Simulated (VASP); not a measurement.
Write the native input for VASP 6.6.1 that does the following.

```
Task                   : single point
Functional             : PBE
Potentials or basis    : VASP PAW PBE potentials, release 64 (Ba_sv, Te)
Cutoff                 : 520 eV
k mesh                 : 6 × 6 × 4
Occupations            : gaussian, width 0.01 eV
Spin                   : no spin polarisation
Dipole correction      : no
Further INCAR settings : ALGO = Normal; EDIFF = 1e-06; NBANDS = 24
```

The structure of BaTe lies in POSCAR:

```
BaTe
1.0
    4.9435173153      0.0000000000      0.0000000000
   -2.4717586577      4.2812115791      0.0000000000
    0.0000000000      0.0000000000      8.6760156086
Ba Te
2 2
Direct
    0.0000000000      0.0000000000      0.0000000000
    0.0000000000      0.0000000000      0.5000000000
    0.3333333333      0.6666666667      0.2500000000
    0.6666666667      0.3333333333      0.7500000000
```

This cell differs from its parent crystal: volume changed by +3%.

These files were run (other wordings do the same):

INCAR

```
PREC = Accurate ; ENCUT = 520
EDIFF = 1E-6 ; ISMEAR = 0
SIGMA = 0.01 ; LREAL = F
LASPH = T ; NELM = 60
ALGO = Normal ; ISIF = 2
LWAVE = F ; LCHARG = F
GGA = PE ; NBANDS = 24
```

KPOINTS

```
Automatic mesh
0
Gamma
  6 6 4
```

Potentials or basis: VASP PAW PBE potentials, release 64 (Ba_sv, Te).

Run with:

```console
$ cat potpaw_PBE.64/Ba_sv/POTCAR potpaw_PBE.64/Te/POTCAR > POTCAR
$ mpirun -np 1 vasp_std > vasp.out
```

It gave:

```
Pressure               : -0.5 GPa
Band gap on the k mesh : 1.71 eV, indirect (least direct gap 1.76 eV)
```

Caveat: spin-orbit coupling is left out, which moves the levels of the heavy elements.

Run time: 92 s on 1 thread of Intel(R) Xeon(R) Platinum 8488C (Sapphire Rapids), with other jobs on the host, peak memory 0.35 GiB.
